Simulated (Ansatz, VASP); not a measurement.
## Al in VASP and in Ansatz

```
CELL_PARAMETERS angstrom
2.90968 0.00000 0.00000
-1.45484 2.51985 0.00000
0.00000 0.00000 4.69219
ATOMIC_POSITIONS crystal
Al 0.33333 0.66667 0.25000
Al 0.66667 0.33333 0.75000
```

Alike in both runs: task single point; functional LDA; k mesh 14 × 14 × 8; occupations fermi-dirac, width 0.1 eV; no spin polarisation.

|  | VASP | Ansatz |
| --- | --- | --- |
| version | VASP 6.6.1 | Ansatz 0.2.0 |
| potentials or method | VASP PAW LDA potentials, release 64 (Al), cutoff 520 eV | plane waves (420 eV) with PAW, scalar-relativistic |
| valence electrons in the cell | 6 | 6 |

```csv
,VASP,Ansatz,Ansatz less VASP
pressure (GPa),-5.2,-5.2,-0.03
"traceless stress, the component that is largest in VASP (GPa)",0.90,0.89,-0.011
```

Ansatz warns that its potentials were made for another functional, while VASP's fit it. LDA's correlation is that of Perdew and Zunger in VASP and of Perdew and Wang (1992) in Ansatz.
